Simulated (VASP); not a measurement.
CdSe, 4 atoms in the cell. The structure is hexagonal, space group P6_3mc (No. 186). Conventional cell: a = 4.384 Å, b = 4.384 Å, c = 7.156 Å, α = 90.00°, β = 90.00°, γ = 120.00°. Within 3.5 Å of Cd (site symmetry 3m) lie 4 Se at 2.68 to 2.69 Å. Within 3.5 Å of Se (site symmetry 3m) lie 4 Cd at 2.68 to 2.69 Å. 

| Item | Value |
| --- | --- |
| Program | VASP 6.6.1 |
| Task | relaxation of cell and atoms |
| Functional | PBEsol |
| Potentials or basis | VASP PAW PBE potentials, release 64 (Cd, Se) |
| Cutoff | 600 eV |
| k mesh | 6 × 6 × 4 |
| Occupations | fermi-dirac, width 0.02 eV |
| Spin | no spin polarisation |
| Dipole correction | no |
| Further INCAR settings | ALGO = Normal; EDIFF = 1e-07; IBRION = 2; EDIFFG = -0.005; NSW = 80; ISIF = 3 |

Potentials or basis: VASP PAW PBE potentials, release 64 (Cd, Se).

Command:

```sh
$ cat potpaw_PBE.64/Cd/POTCAR potpaw_PBE.64/Se/POTCAR > POTCAR
$ mpirun -np 1 vasp_std > vasp.out
```

Hardware: 1 thread of Intel(R) Xeon(R) 6975P-C (Granite Rapids), on a shared host.

**Question.** How long does it take, and how much memory?

**Answer.** Wall time 85 s on 1 thread of Intel(R) Xeon(R) 6975P-C (Granite Rapids), with other jobs on the host, peak memory 0.3 GiB. Counts: scf iterations 35, k points 21, ion steps 3.
